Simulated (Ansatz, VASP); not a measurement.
## One calculation of CdSe, two programs

```
Cd Se
1.0
     4.30000    0.00000    0.00000
    -2.15000    3.72391    0.00000
     0.00000    0.00000    7.02000
Cd Se
2 2
Cartesian
  0.0000 2.4826 0.0000
  2.1500 1.2413 3.5100
  0.0000 2.4826 2.7027
  2.1500 1.2413 6.2127
```

Alike in both runs: task relaxation of cell and atoms; functional RPBE; k mesh 6 × 6 × 4; no spin polarisation.

|  | VASP | Ansatz |
| --- | --- | --- |
| version | VASP 6.6.1 | Ansatz 0.2.0 |
| potentials or method | VASP PAW PBE potentials, release 64 (Cd, Se) | plane waves, PAW |
| plane-wave cutoff (eV) | 600 | 420 |
| occupations | gaussian, width 0.01 eV | fixed |
| valence electrons in the cell | 36 | 72 |

Ansatz gave:

| Property | Result |
| --- | --- |
| relaxed volume (Å³/atom) | 31.04 |
| relaxed length of the cell vector where the two differ most in proportion (Å) | 7.255 |

Estimate VASP's values.

relaxed volume (Å³/atom): 31.18; relaxed length of the cell vector where the two differ most in proportion (Å): 7.266.

VASP's potentials were made for PBE, not for RPBE. VASP's potentials hold 36 valence electrons a cell and Ansatz's 72, so a difference there can come from the potentials and not from the codes.
